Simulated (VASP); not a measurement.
Here is a VASP 6.6.1 calculation.

Contents of POSCAR:

```
Cu
1.0
    0.0000000000      1.7881324402      1.7881324402
    1.7881324402      0.0000000000      1.7881324402
    1.7881324402      1.7881324402      0.0000000000
Cu
1
Direct
    0.0000000000      0.0000000000      0.0000000000
```

File INCAR.step1:

```
SYSTEM = Cu
PREC = Accurate ; ENCUT = 520
ISMEAR = -1 ; SIGMA = 0.1
LREAL = .FALSE. ; LASPH = .TRUE.
NELM = 100 ; NBANDS = 12
GGA = PE ; ALGO = Normal
EDIFF = 1E-4 ; LWAVE = .TRUE.
LCHARG = .FALSE.
```

Contents of INCAR.step2:

```
SYSTEM = Cu
PREC = Accurate ; ENCUT = 520
EDIFF = 1E-6 ; ISMEAR = -1
SIGMA = 0.1 ; LREAL = .FALSE.
LASPH = .TRUE. ; NELM = 100
ALGO = Normal ; ISIF = 2
LWAVE = .FALSE. ; LCHARG = .FALSE.
METAGGA = R2SCAN ; LMIXTAU = .TRUE.
NBANDS = 12 ; ISTART = 1
```

KPOINTS

```
regular mesh
0
G
  25 25 25
  0 0 0
```

Potentials or basis: VASP PAW PBE potentials, release 64 (Cu).

The run is started by

```console
$ cat potpaw_PBE.64/Cu/POTCAR > POTCAR
$ cp INCAR.step1 INCAR
$ mpirun -np 1 vasp_std > vasp.out
$ cp INCAR.step2 INCAR
$ mpirun -np 1 vasp_std > vasp.out
```

(1) What does it give for the pressure?

Answers

(1) 0.6 GPa.

Caveat: the PAW data sets were made with another functional, which shifts forces and pressure a little.
